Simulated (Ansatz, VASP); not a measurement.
KBr in VASP and in Ansatz

```
K Br
1.0
     0.00000    3.61933    3.81516
     3.61933    0.00000    3.81516
     3.61933    3.61933    0.00000
K Br
1 1
Direct
  0.00000 0.00000 0.00000
  0.25000 0.25000 0.25000
```

Change from the starting cell: epitaxial_xy strain -1.9%.

Alike in both runs: task single point; functional PBE; k mesh 6 × 6 × 6; occupations fermi-dirac, width 0.02 eV; no spin polarisation.

```csv
,VASP,Ansatz
version,VASP 6.6.1,Ansatz 0.2.0
potentials or method,"VASP PAW PBE potentials, release 64 (K_sv, Br)","plane waves, PAW"
plane-wave cutoff (eV),520,420
valence electrons in the cell,16,16
```

|  | VASP | Ansatz | Ansatz less VASP |
| --- | --- | --- | --- |
| gap on the k mesh at the Fermi level (eV) | 4.26 | 4.26 | +0.001 |
| pressure (GPa) | 0.3 | 0.3 | -0.02 |
